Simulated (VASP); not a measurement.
Write the native input for VASP 6.6.1 that does the following.

```
Task                   : relaxation of cell and atoms
Functional             : PBE
Potentials or basis    : VASP PAW PBE potentials, release 64 (Ca_sv, Os)
Cutoff                 : 600 eV
k mesh                 : 6 × 6 × 6
Occupations            : gaussian, width 0.1 eV
Spin                   : no spin polarisation
Dipole correction      : no
Further INCAR settings : ALGO = Normal; EDIFF = 1e-06; IBRION = 2; EDIFFG = -0.04; NSW = 90; ISIF = 3
```

The structure of CaOs lies in POSCAR:

```
CaOs
1.0
    0.0000000000      2.7626852228      2.7626852228
    2.7626852228      0.0000000000      2.7626852228
    2.7626852228      2.7626852228      0.0000000000
Ca Os
1 1
Direct
    0.0000000000      0.0000000000      0.0000000000
    0.5000000000      0.5000000000      0.5000000000
```

One way to write it, as run:

INCAR

```
SYSTEM = CaOs
  ALGO = Normal
  EDIFF = 1E-6
  EDIFFG = -0.04
  ENCUT = 600
  GGA = PE
  IBRION = 2
  ISIF = 3
  ISMEAR = 0
  LASPH = .True.
  LCHARG = .False.
  LREAL = .False.
  LWAVE = .False.
  NELM = 80
  NSW = 90
  PREC = Accurate
  SIGMA = 0.1
```

KPOINTS

```
k-points
0
Gamma
  6 6 6
  0 0 0
```

Potentials or basis: VASP PAW PBE potentials, release 64 (Ca_sv, Os).

Run with:

```sh
$ cat potpaw_PBE.64/Ca_sv/POTCAR potpaw_PBE.64/Os/POTCAR > POTCAR
$ mpirun -np 1 vasp_std > vasp.out
```

Results of the run:

```json
{
 "Relaxed volume": "24.40 Å³/atom",
 "Relaxed cell": "a = 4.102 Å, b = 4.102 Å, c = 4.102 Å, α = 60.00°, β = 60.00°, γ = 60.00°",
 "Space group after relaxing (to 0.1 Å)": "Fm-3m (No. 225)",
 "Energy gained by relaxing": "94.7 meV/atom",
 "Ionic steps": "3",
 "Pressure after relaxing": "0.0 GPa",
 "Band gap on the k mesh": "zero (bands 9 and 10 overlap by 1.49 eV)"
}
```

Caveat: the volume moved by over 15 % at a fixed basis, so the end points are rough; spin-orbit coupling is left out, which moves the levels of the heavy elements.

It took 60 s on 1 thread of Intel Xeon 8259CL (shared host), peak memory 0.19 GiB.
